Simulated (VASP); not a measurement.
# HfN (Fm-3m) in VASP: further runs

The runs below take HfN through single point, relaxation of volume and atoms at fixed shape, with LDA.

All numbers are computed with VASP 6.6.1; they aren't measurements. Logs are shortened: lines on timing, memory, paths and dates and some standing lists are left out, and cuts for length are marked.

**1. The cell of the first run**

Symmetry: Fm-3m, No. 225, cubic system. The conventional cell has a = 4.468 Å, b = 4.468 Å, c = 4.468 Å, α = 90.00°, β = 90.00°, γ = 90.00°. Hf (site symmetry m-3m) has 6 N at 2.23 Å within 3.0 Å. N (site symmetry m-3m) has 6 Hf at 2.23 Å within 3.0 Å.

**2. Single point, LDA**

INCAR

```
SYSTEM = HfN
PREC     = Accurate       ! precision mode
ENCUT    = 520            ! plane-wave cutoff, eV
EDIFF    = 1E-6           ! SCF threshold, eV
ISMEAR   = 0              ! smearing method
SIGMA    = 0.05           ! smearing width, eV
LREAL    = .FALSE.        ! projectors in reciprocal space
LASPH    = .TRUE.         ! aspherical terms in the spheres
NELM     = 60             ! most SCF steps
ALGO     = Normal         ! electronic algorithm
ISIF     = 2              ! what is computed and relaxed
LWAVE    = .FALSE.        ! write WAVECAR
LCHARG   = .FALSE.        ! write CHGCAR
GGA      = CA             ! functional
NBANDS   = 14             ! bands
```

KPOINTS

```
Automatic mesh
0
G
  9 9 9
  0 0 0
```

POSCAR

```
HfN
1.0
    0.0000000000      2.2339284452      2.2339284452
    2.2339284452      0.0000000000      2.2339284452
    2.2339284452      2.2339284452      0.0000000000
Hf N
1 1
Direct
    0.0000000000      0.0000000000      0.0000000000
    0.5000000000      0.5000000000      0.5000000000
```

Potentials or basis: VASP PAW LDA potentials, release 64 (Hf_pv, N).

The run is started by

```sh
$ cat potpaw_LDA.64/Hf_pv/POTCAR potpaw_LDA.64/N/POTCAR > POTCAR
$ mpirun -np 1 vasp_std > vasp.out
```

OUTCAR:

```text
SYSTEM = HfN
   PREC = Accurate
   ENCUT = 520
   EDIFF = 1E-6
   ISMEAR = 0
   LREAL = .FALSE.
   LASPH = .TRUE.
   NELM = 60
   ISIF = 2
   GGA = CA

 ion  position               nearest neighbor table
   1  0.000  0.000  0.000-   2 2.23   2 2.23   2 2.23   2 2.23   2 2.23   2 2.23
   2  0.500  0.500  0.500-   1 2.23   1 2.23   1 2.23   1 2.23   1 2.23   1 2.23

  LATTYP: Found a face centered cubic cell.
 ALAT       =     4.4678568904

  Lattice vectors:

 A1 = (   0.0000000000,   2.2339284452,   2.2339284452)
 A2 = (   2.2339284452,   0.0000000000,   2.2339284452)
 A3 = (   2.2339284452,   2.2339284452,   0.0000000000)

Analysis of symmetry for initial positions (statically):
=====================================================================
 Subroutine PRICEL returns:
 Original cell was already a primitive cell.

 Routine SETGRP: Setting up the symmetry group for a
 face centered cubic supercell.

 Subroutine GETGRP returns: Found 48 space group operations
 (whereof 48 operations were pure point group operations)
 out of a pool of 48 trial point group operations.

The static configuration has the point symmetry O_h .

Analysis of symmetry for dynamics (positions and initial velocities):
=====================================================================
 Subroutine PRICEL returns:
 Original cell was already a primitive cell.

 Routine SETGRP: Setting up the symmetry group for a
 face centered cubic supercell.

 Subroutine GETGRP returns: Found 48 space group operations
 (whereof 48 operations were pure point group operations)
 out of a pool of 48 trial point group operations.

The dynamic configuration has the point symmetry O_h .

 Subroutine INISYM returns: Found 48 space group operations
 (whereof 48 operations are pure point group operations),
 and found     1 'primitive' translations

----------------------------------------------------------------------------------------

                                     Primitive cell

  volume of cell :      22.2966

  direct lattice vectors                    reciprocal lattice vectors
     0.000000000  2.233928445  2.233928445    -0.223820956  0.223820956  0.223820956
     2.233928445  0.000000000  2.233928445     0.223820956 -0.223820956  0.223820956
     2.233928445  2.233928445  0.000000000     0.223820956  0.223820956 -0.223820956

  length of vectors
     3.159251905  3.159251905  3.159251905     0.387669267  0.387669267  0.387669267

  position of ions in fractional coordinates (direct lattice)
     0.000000000  0.000000000  0.000000000
     0.500000000  0.500000000  0.500000000

  ion indices of the primitive-cell ions
   primitive index   ion index
                 1           1
                 2           2

----------------------------------------------------------------------------------------
[... 87 lines left out ...]
   IALGO  =     38    algorithm
   IMIX   =      4    mixing-type and parameters
     AMIX     =   0.40;   BMIX     =  1.00
     AMIX_MAG =   1.60;   BMIX_MAG =  1.00
  volume/ion in A,a.u.               =      11.15        75.23
  Fermi-wavevector in a.u.,A,eV,Ry     =   1.434474  2.710763 27.996919  2.057715
  Thomas-Fermi vector in A             =   2.553878
   LORBIT       =      0    0 simple, 1 ext, 2 COOP (PROOUT), +10 PAW based schemes
   GGA     = CA    functional components
   LHFCALC =     F    Hartree Fock is set to
   AEXX    =    0.0000 exact exchange contribution
   IVDW    =     0    specifies the selected vdW correction
   LEPSILON=     F    determine dielectric tensor
   LRPA    =     F    only Hartree local field effects (RPA)
 non-spin polarized calculation
 Gauss-broadening in eV      SIGMA  =   0.05
  energy-cutoff  :      520.00
  volume of cell :       22.30
 maximum number of plane-waves:       612
   NGX = 11   NGY = 11   NGZ = 11

 number of electron      14.9999999 magnetization

 Free energy of the ion-electron system (eV)
  ---------------------------------------------------
  ext. energy  EPLUGINS =         0.00000000
  ---------------------------------------------------
  free energy    TOTEN  =       -23.87556495 eV

  energy without entropy =      -23.87326303  energy(sigma->0) =      -23.87441399

 E-fermi :   8.4731     XC(G=0): -13.1537

 val. band max:        8.4686615429   @ k =   0.4444   0.2222   0.1111
 cond. band min:       8.5029951624   @ k =   0.1111   0.0000   0.0000
 fundamental gap:      0.0343336195
 Fermi energy:         8.4731352866

 k-point     1 :       0.0000    0.0000    0.0000
  band No.  band energies     occupation
      1     -22.3092      2.00000
      2     -22.3092      2.00000
      3     -22.3092      2.00000
      4      -8.9265      2.00000
      5       5.5159      2.00000
      6       5.5159      2.00000
      7       5.5159      2.00000
      8       8.0887      2.00000
      9       8.0887      2.00000
     10       8.0887      2.00000
     11      10.4890      0.00000
     12      10.4890      0.00000
     13      10.8210      0.00000
     14      18.2303      0.00000
[... 377 lines left out ...]
      1     -23.2037      2.00000
      2     -22.6543      2.00000
      3     -22.6543      2.00000
      4      -7.7603      2.00000
      5       2.9829      2.00000
      6       4.5983      2.00000
      7       4.8570      2.00000
      8       4.8570      2.00000
      9      12.6395      0.00000
     10      14.1654      0.00000
     11      14.1654      0.00000
     12      14.3405      0.00000
     13      17.1935      0.00000
     14      18.2944      0.00000

 [... further k-points ...]

------------------------ aborting loop because EDIFF is reached ----------------------------------------

  FORCE on cell =-STRESS in cart. coord.  units (eV):
  Direction    XX          YY          ZZ          XY          YZ          ZX
  --------------------------------------------------------------------------------------
  -------------------------------------------------------------------------------------
  Total       -0.1636886     -0.1636886     -0.1636886      0.0000000     -0.0000000      0.0000000
  in kB      -11.7622738    -11.7622738    -11.7622738      0.0000000     -0.0000000      0.0000000
  external PRESSURE =     -11.7622738 kB  Pullay stress =       0.0000000 kB

 VOLUME and BASIS-vectors are now :
 -----------------------------------------------------------------------------
  energy-cutoff  :      520.00
  volume of cell :       22.30
      direct lattice vectors                 reciprocal lattice vectors
     0.000000000  2.233928445  2.233928445    -0.223820956  0.223820956  0.223820956
     2.233928445  0.000000000  2.233928445     0.223820956 -0.223820956  0.223820956
     2.233928445  2.233928445  0.000000000     0.223820956  0.223820956 -0.223820956

 POSITION                                       TOTAL-FORCE (eV/Angst)
 -----------------------------------------------------------------------------------
      0.00000      0.00000      0.00000        -0.000000     -0.000000     -0.000000
      2.23393      2.23393      2.23393         0.000000      0.000000      0.000000
 -----------------------------------------------------------------------------------
    total drift:                                0.000000     -0.000000     -0.000000

  FREE ENERGIE OF THE ION-ELECTRON SYSTEM (eV)
  ---------------------------------------------------
  free  energy   TOTEN  =       -23.8755649517 eV

  energy  without entropy=      -23.8732630306  energy(sigma->0) =      -23.87441399
```

OSZICAR:

```text
N       E                     dE             d eps       ncg     rms          rms(c)
DAV:   1     0.365006562853E+02    0.36501E+02   -0.78606E+03   980   0.102E+03
DAV:   2    -0.251060569947E+02   -0.61607E+02   -0.58055E+02  1260   0.231E+02
DAV:   3    -0.268616119879E+02   -0.17556E+01   -0.17496E+01  1148   0.311E+01
DAV:   4    -0.268672779306E+02   -0.56659E-02   -0.56648E-02  1178   0.218E+00
DAV:   5    -0.268673076198E+02   -0.29689E-04   -0.29689E-04  1118   0.137E-01    0.537E+01
DAV:   6    -0.240248451303E+02    0.28425E+01   -0.83954E+00  1046   0.221E+01    0.456E+01
DAV:   7    -0.239120381843E+02    0.11281E+00   -0.41927E-01  1214   0.510E+00    0.277E+01
DAV:   8    -0.238800506501E+02    0.31988E-01   -0.11112E-01  1238   0.273E+00    0.499E+00
DAV:   9    -0.238757037296E+02    0.43469E-02   -0.11766E-02  1172   0.864E-01    0.191E+00
DAV:  10    -0.238755880947E+02    0.11563E-03   -0.76313E-04  1262   0.246E-01    0.334E-01
DAV:  11    -0.238755656004E+02    0.22494E-04   -0.57029E-05  1130   0.700E-02    0.516E-02
DAV:  12    -0.238755649517E+02    0.64876E-06   -0.56218E-06  1232   0.200E-02
   1 F= -.23875565E+02 E0= -.23874414E+02  d E =-.230192E-02
```

stdout:

```text
POSCAR found type information on POSCAR HfN
 POSCAR found :  2 types and       2 ions
 scaLAPACK will be used
 LDA part: xc-table for (Slater(with rela. corr.)+CA(PZ))
 , standard interpolation
 POSCAR, INCAR and KPOINTS ok, starting setup
 FFT: planning ... GRIDC
 FFT: planning ... GRID_SOFT
 FFT: planning ... GRID
 WAVECAR not read
 entering main loop
```

Wall time 3.3 s (1 thread of Intel Xeon 6975P-C (Granite Rapids), shared host); peak memory 0.13 GiB.

What came out:

```
Free energy            : -23.8756 eV
Pressure               : -1.2 GPa
Band gap on the k mesh : zero (an odd number of electrons rules out a gap without spin polarisation)
```

Caveat: spin-orbit coupling is left out, which moves the levels of the heavy elements.

**3. Relaxation of volume and atoms at fixed shape, LDA**

This run uses another cell than the first one, of 11.48 Å³/atom.

INCAR

```
SYSTEM = HfN
ALGO = Normal
EDIFF = 1E-6
EDIFFG = -0.01
ENCUT = 600
GGA = CA
IBRION = 2
ISIF = 8
ISMEAR = 0
LASPH = .TRUE.
LCHARG = .FALSE.
LREAL = .FALSE.
LWAVE = .FALSE.
NELM = 60
NSW = 80
PREC = Accurate
SIGMA = 0.05
```

KPOINTS

```
k-points
0
G
  9 9 9
  0 0 0
```

POSCAR

```
HfN
1.0
    0.0000000000      2.2560000000      2.2560000000
    2.2560000000      0.0000000000      2.2560000000
    2.2560000000      2.2560000000      0.0000000000
Hf N
1 1
Direct
    0.0000000000      0.0000000000      0.0000000000
    0.5000000000      0.5000000000      0.5000000000
```

Potentials or basis: VASP PAW LDA potentials, release 64 (Hf_pv, N).

The run is started by

```sh
$ cat potpaw_LDA.64/Hf_pv/POTCAR potpaw_LDA.64/N/POTCAR > POTCAR
$ mpirun -np 1 vasp_std > vasp.out
```

It took 13 s on 1 thread of Intel Xeon 6975P-C (Granite Rapids), shared host; peak memory 0.16 GiB.

Results (log left out):

* Free energy: -23.8772 eV
* Relaxed volume: 11.10 Å³/atom
* Relaxed cell: a = 3.155 Å, b = 3.155 Å, c = 3.155 Å, α = 60.00°, β = 60.00°, γ = 60.00°
* Space group after relaxing (to 0.1 Å): Fm-3m (No. 225)
* Energy gained by relaxing: 11.7 meV/atom
* Ionic steps: 4
* Pressure after relaxing: 0.0 GPa
* Band gap on the k mesh: zero (an odd number of electrons rules out a gap without spin polarisation)

The path:
```tsv
step	energy change (eV)	largest force (eV/Å)	pressure (GPa)	volume (Å³)
1	0.0000	0.0000	-9.59	22.96
2	0.0795	0.0000	24.14	20.75
3	-0.0234	0.0000	-0.24	22.22
4	-0.0234	0.0000	-0.02	22.21
```

Final structure:
```
Hf N
1.0
     0.00000    2.23093    2.23093
     2.23093    0.00000    2.23093
     2.23093    2.23093    0.00000
Hf N
1 1
Cartesian
  0.0000 2.2309 2.2309
  2.2309 2.2309 2.2309
```

Levels at points of the mesh, in eV from the Fermi level:
| k point | band 6 | band 7 | band 8 | band 9 | band 10 | band 11 |
| --- | --- | --- | --- | --- | --- | --- |
| (0.00, 0.00, 0.00) | -2.96 | -2.96 | -0.39 | -0.39 | -0.39 | 2.03 |

Caveat: spin-orbit coupling is left out, which moves the levels of the heavy elements.
